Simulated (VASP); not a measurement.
# Si (Cmce) in VASP: relaxation of cell and atoms with PBE

Aim: the relaxation of cell and atoms of Si with PBE.

Program: VASP 6.6.1. These are calculated values, not measurements. Logs are shortened: lines on timing, memory, paths and dates and some standing lists are left out, and cuts for length are marked.

**1. The cell of the first run**

Symmetry: Cmce, No. 64, orthorhombic system. Conventional cell: a = 4.764 Å, b = 7.614 Å, c = 3.745 Å, α = 90.00°, β = 90.00°, γ = 90.00°. Within 3.2 Å of Si (site symmetry m) lie 7 Si at 2.44 to 3.05 Å.

**2. Relaxation of cell and atoms, PBE**

INCAR

```
SYSTEM = Si
PREC     = Accurate       ! precision mode
ENCUT    = 600            ! plane-wave cutoff, eV
EDIFF    = 1E-6           ! SCF threshold, eV
ISMEAR   = 0              ! smearing method
SIGMA    = 0.1            ! smearing width, eV
LREAL    = .False.        ! projectors in reciprocal space
LASPH    = .True.         ! aspherical terms in the spheres
NELM     = 100            ! most SCF steps
ALGO     = Normal         ! electronic algorithm
ISIF     = 3              ! what is computed and relaxed
LWAVE    = .False.        ! write WAVECAR
LCHARG   = .False.        ! write CHGCAR
GGA      = PE             ! functional
IBRION   = 2              ! ionic algorithm
NSW      = 100            ! ionic steps
EDIFFG   = -0.01          ! ionic threshold
```

KPOINTS

```
regular mesh
0
Gamma
  12 12 12
  0 0 0
```

POSCAR

```
Si
1.0
    2.3820008253     -3.8069328039      0.0000000000
    2.3820008253      3.8069328039      0.0000000000
    0.0000000000      0.0000000000      3.7447184394
Si
4
Direct
    0.1475279391      0.8524720609      0.8526248466
    0.6475279391      0.3524720609      0.6473751534
    0.8524720609      0.1475279391      0.1473751534
    0.3524720609      0.6475279391      0.3526248466
```

Potentials or basis: VASP PAW PBE potentials, release 64 (Si).

Run with:

```
$ cat potpaw_PBE.64/Si/POTCAR > POTCAR
$ mpirun -np 1 vasp_std > vasp.out
```

OUTCAR:

```text
SYSTEM = Si
   PREC = Accurate
   ENCUT = 600
   EDIFF = 1E-6
   ISMEAR = 0
   LREAL = .False.
   LASPH = .True.
   NELM = 100
   ISIF = 3
   GGA = PE
   IBRION = 2
   NSW = 100
   EDIFFG = -0.01

 ion  position               nearest neighbor table
   1  0.148  0.852  0.853-   4 2.44   4 2.44   2 2.50   2 2.50   3 2.50   3 3.05   3 3.05
   2  0.648  0.352  0.647-   3 2.44   3 2.44   1 2.50   1 2.50   4 2.50   4 3.05   4 3.05
   3  0.852  0.148  0.147-   2 2.44   2 2.44   4 2.50   4 2.50   1 2.50   1 3.05   1 3.05
   4  0.352  0.648  0.353-   1 2.44   1 2.44   3 2.50   3 2.50   2 2.50   2 3.05   2 3.05

  LATTYP: Found a base centered orthorhombic cell.
 ALAT       =     4.7640016506
 B/A-ratio  =     1.5982080121
 C/A-ratio  =     0.7860447401

  Lattice vectors:

 A1 = (   2.3820008253,  -3.8069328039,   0.0000000000)
 A2 = (   2.3820008253,   3.8069328039,   0.0000000000)
 A3 = (   0.0000000000,   0.0000000000,   3.7447184394)

Analysis of symmetry for initial positions (statically):
=====================================================================
 Subroutine PRICEL returns:
 Original cell was already a primitive cell.

 Routine SETGRP: Setting up the symmetry group for a
 base centered orthorhombic supercell.

 Subroutine GETGRP returns: Found  8 space group operations
 (whereof  4 operations were pure point group operations)
 out of a pool of  8 trial point group operations.

The static configuration has the point symmetry C_2h.
 The point group associated with its full space group is D_2h.

Analysis of symmetry for dynamics (positions and initial velocities):
=====================================================================
 Subroutine PRICEL returns:
 Original cell was already a primitive cell.

 Routine SETGRP: Setting up the symmetry group for a
 base centered orthorhombic supercell.

 Subroutine GETGRP returns: Found  8 space group operations
 (whereof  4 operations were pure point group operations)
 out of a pool of  8 trial point group operations.

The dynamic configuration has the point symmetry C_2h.
 The point group associated with its full space group is D_2h.

 Subroutine INISYM returns: Found  8 space group operations
 (whereof  4 operations are pure point group operations),
 and found     1 'primitive' translations

----------------------------------------------------------------------------------------

                                     Primitive cell

  volume of cell :      67.9151

  direct lattice vectors                    reciprocal lattice vectors
     2.382000825 -3.806932804  0.000000000     0.209907568 -0.131339329  0.000000000
     2.382000825  3.806932804  0.000000000     0.209907568  0.131339329  0.000000000
     0.000000000  0.000000000  3.744718439     0.000000000  0.000000000  0.267042774

  length of vectors
     4.490731044  4.490731044  3.744718439     0.247610998  0.247610998  0.267042774

  position of ions in fractional coordinates (direct lattice)
     0.147527939  0.852472061  0.852624847
     0.647527939  0.352472061  0.647375153
     0.852472061  0.147527939  0.147375153
     0.352472061  0.647527939  0.352624847

  ion indices of the primitive-cell ions
   primitive index   ion index
                 1           1
                 2           2
                 3           3
                 4           4

----------------------------------------------------------------------------------------

 KPOINTS: regular mesh

Automatic generation of k-mesh.
 Grid dimensions read from file:
 generate k-points for:   12   12   12

 Generating k-lattice:

  Cartesian coordinates                     Fractional coordinates (reciprocal lattice)
     0.017492297 -0.010944944  0.000000000     0.083333333 -0.000000000  0.000000000
     0.017492297  0.010944944  0.000000000    -0.000000000  0.083333333  0.000000000
     0.000000000  0.000000000  0.022253565     0.000000000  0.000000000  0.083333333

  Length of vectors
     0.020634250  0.020634250  0.022253565

  Shift w.r.t. Gamma in fractional coordinates (k-lattice)
     0.000000000  0.000000000  0.000000000

 Subroutine IBZKPT returns following result:
 ===========================================

 Found    301 irreducible k-points:

 Following reciprocal coordinates:
            Coordinates               Weight
  0.000000  0.000000  0.000000      1.000000
  0.083333  0.000000  0.000000      4.000000
  0.166667 -0.000000  0.000000      4.000000
  0.250000  0.000000  0.000000      4.000000
  0.333333  0.000000  0.000000      4.000000
  0.416667  0.000000  0.000000      4.000000
[... 16 lines left out ...]
  0.500000  0.166667  0.000000      4.000000
 -0.416667  0.166667  0.000000      4.000000
 [... further k-points ...]
   k-points           NKPTS =    301   k-points in BZ     NKDIM =    301   number of bands    NBANDS=     12
   number of dos      NEDOS =    301   number of ions     NIONS =      4
   total plane-waves  NPLWV =  38880
   dimension x,y,z NGX =    36 NGY =   36 NGZ =   30
   dimension x,y,z NGXF=    72 NGYF=   72 NGZF=   60
   ions per type =               4
   NGX,Y,Z   is equivalent  to a cutoff of  13.33, 13.33, 13.32 a.u.
   NGXF,Y,Z  is equivalent  to a cutoff of  26.65, 26.65, 26.64 a.u.
 SYSTEM =  Si
   PREC   = accura    normal or accurate (medium, high low for compatibility)
   ISTART =      0    job   : 0-new  1-cont  2-samecut
   ICHARG =      2    charge: 1-file 2-atom 10-const
   ISPIN  =      1    spin polarized calculation?
   LNONCOLLINEAR =      F non collinear calculations
   LSORBIT =      F    spin-orbit coupling
   LASPH  =      T    aspherical Exc in radial PAW
   ENCUT  =  600.0 eV  44.10 Ry    6.64 a.u.   8.97  8.97  7.48*2*pi/ulx,y,z
   NELM   =    100;   NELMIN=  2; NELMDL= -5     # of ELM steps
   EDIFF  = 0.1E-05   stopping-criterion for ELM
   LREAL  =      F    real-space projection
   EDIFFG = -.1E-01   stopping-criterion for IOM
   NSW    =    100    number of steps for IOM
   IBRION =      2    ionic relax: 0-MD 1-quasi-New 2-CG
   NFREE  =      1    steps in history (QN), initial steepest desc. (CG)
   ISIF   =      3    stress and relaxation
   ISYM   =      2    0-nonsym 1-usesym 2-fastsym
   POTIM  = 0.5000    time-step for ionic-motion
   TEBEG  =    0.0;   TEEND  =   0.0 temperature during run
   PSTRESS=    0.0 pullay stress
   NELECT =      16.0000    total number of electrons
   NUPDOWN=      -1.0000    fix difference up-down
   EMIN   =  10.00;   EMAX   =-10.00  energy-range for DOS
   EFERMI =   0.00;   METHOD = LEGACY
   ISMEAR =     0;   SIGMA  =   0.10  broadening in eV -4-tet -1-fermi 0-gaus
   EFERMI_NEDOS =   21; number of points for ismear=-14 and -15
   IALGO  =     38    algorithm
   IMIX   =      4    mixing-type and parameters
     AMIX     =   0.40;   BMIX     =  1.00
     AMIX_MAG =   1.60;   BMIX_MAG =  1.00
  volume/ion in A,a.u.               =      16.98       114.58
  Fermi-wavevector in a.u.,A,eV,Ry     =   1.011097  1.910696 13.909463  1.022317
  Thomas-Fermi vector in A             =   2.144126
   LORBIT       =      0    0 simple, 1 ext, 2 COOP (PROOUT), +10 PAW based schemes
   GGA     = PE    functional components
   LHFCALC =     F    Hartree Fock is set to
   AEXX    =    0.0000 exact exchange contribution
   IVDW    =     0    specifies the selected vdW correction
   LEPSILON=     F    determine dielectric tensor
   LRPA    =     F    only Hartree local field effects (RPA)
 conjugate gradient relaxation of ions
 non-spin polarized calculation
 Gauss-broadening in eV      SIGMA  =   0.10
  energy-cutoff  :      600.00
  volume of cell :       67.92
 maximum number of plane-waves:      2306
   NGX = 17   NGY = 17   NGZ = 15

--------------------------------------- Ionic step        1  -------------------------------------------

 number of electron      16.0000000 magnetization

 Free energy of the ion-electron system (eV)
  ---------------------------------------------------
  ext. energy  EPLUGINS =         0.00000000
  ---------------------------------------------------
  free energy    TOTEN  =       -20.25841839 eV

  energy without entropy =      -20.25093109  energy(sigma->0) =      -20.25467474

------------------------ aborting loop because EDIFF is reached ----------------------------------------

  FORCE on cell =-STRESS in cart. coord.  units (eV):
  Direction    XX          YY          ZZ          XY          YZ          ZX
  --------------------------------------------------------------------------------------
  -------------------------------------------------------------------------------------
  Total       -0.2639556      0.1461319      0.0072440      0.0000000      0.0000000      0.0000000
  in kB       -6.2269465      3.4473805      0.1708932      0.0000000      0.0000000      0.0000000
  external PRESSURE =      -0.8695576 kB  Pullay stress =       0.0000000 kB
[... 175 lines left out ...]
  energy  without entropy=      -20.2521327692  energy(sigma->0) =      -20.25571779

--------------------------------------- Ionic step        6  -------------------------------------------

 number of electron      16.0000000 magnetization

 Free energy of the ion-electron system (eV)
  ---------------------------------------------------
  ext. energy  EPLUGINS =         0.00000000
  ---------------------------------------------------
  free energy    TOTEN  =       -20.25933434 eV

  energy without entropy =      -20.25215006  energy(sigma->0) =      -20.25574220

 E-fermi :   7.8104     XC(G=0): -10.3626

 val. band max:        7.8050251453   @ k =  -0.3333   0.1667   0.5000
 cond. band min:       7.8132898775   @ k =   0.3333   0.1667   0.4167
 fundamental gap:      0.0082647322
 Fermi energy:         7.8103595906

 k-point     1 :       0.0000    0.0000    0.0000
  band No.  band energies     occupation
      1      -5.2930      2.00000
      2       2.0268      2.00000
      3       2.8883      2.00000
      4       2.9690      2.00000
      5       3.0099      2.00000
      6       4.2180      2.00000
      7       4.9188      2.00000
      8       5.5950      2.00000
      9       7.1010      2.00000
     10      11.8378      0.00000
     11      12.4662      0.00000
     12      12.8930      0.00000
[... 331 lines left out ...]
 k-point    24 :      -0.4167    0.1667    0.0000
  band No.  band energies     occupation
      1      -4.1710      2.00000
      2      -1.4162      2.00000
      3       0.1463      2.00000
      4       3.9028      2.00000
      5       4.7542      2.00000
      6       5.6599      2.00000
      7       5.6764      2.00000
      8       8.4577      0.00000
      9       8.7629      0.00000
     10      10.1565      0.00000
     11      10.3146      0.00000
     12      11.5904      0.00000

 [... further k-points ...]
[... 5 lines left out ...]
  --------------------------------------------------------------------------------------
  -------------------------------------------------------------------------------------
  Total        0.0042691     -0.0283631     -0.0345184      0.0000000     -0.0000000      0.0000000
  in kB        0.1007644     -0.6694656     -0.8147517      0.0000000     -0.0000000      0.0000000
  external PRESSURE =      -0.4611510 kB  Pullay stress =       0.0000000 kB
[... 19 lines left out ...]
  FREE ENERGIE OF THE ION-ELECTRON SYSTEM (eV)
  ---------------------------------------------------
  free  energy   TOTEN  =       -20.2593343395 eV

  energy  without entropy=      -20.2521500564  energy(sigma->0) =      -20.25574220

 reached required accuracy - stopping structural energy minimisation
```

Wall time 8.1 min (1 thread of Intel Xeon Platinum 8259CL at 2.50GHz (Skylake/Cascade Lake), shared host); peak memory 0.36 GiB.

What came out:

```yaml
Free_energy: -20.2593 eV
Relaxed_volume: 16.97 Å³/atom
Relaxed_cell: a = 4.496 Å, b = 4.496 Å, c = 3.746 Å, α = 90.00°, β = 90.00°, γ = 116.29°
Space_group_after_relaxing_to_0.1_Å: Cmce (No. 64)
Energy_gained_by_relaxing: 0.2 meV/atom
Ionic_steps: 6
Pressure_after_relaxing: 0.0 GPa
Largest_force_after_relaxing: 0.003 eV/Å
Band_gap_on_the_k_mesh: zero (bands 8 and 9 overlap by 2.23 eV)
```

Forces on the atoms (eV/Å):
```
Si   0.000  0.001 -0.003
Si   0.000  0.001  0.003
Si   0.000 -0.001  0.003
Si   0.000 -0.001 -0.003
```

The path:
| step | energy change (eV) | largest force (eV/Å) | pressure (GPa) | volume (Å³) |
| --- | --- | --- | --- | --- |
| 1 | 0.0000 | 0.0350 | -0.09 | 67.92 |
| 2 | -0.0008 | 0.0168 | 0.04 | 67.82 |
| 3 | -0.0009 | 0.0128 | 0.07 | 67.80 |
| 4 | -0.0009 | 0.0123 | 0.08 | 67.80 |
| 5 | -0.0009 | 0.0119 | 0.08 | 67.79 |
| 6 | -0.0009 | 0.0034 | -0.05 | 67.88 |

Final structure:
```
Si
1.0
     2.37271   -3.81873    0.00000
     2.37271    3.81873    0.00000
     0.00000    0.00000    3.74578
Si
4
Direct
  0.14727 0.85273 0.85205
  0.64727 0.35273 0.64795
  0.85273 0.14727 0.14795
  0.35273 0.64727 0.35205
```
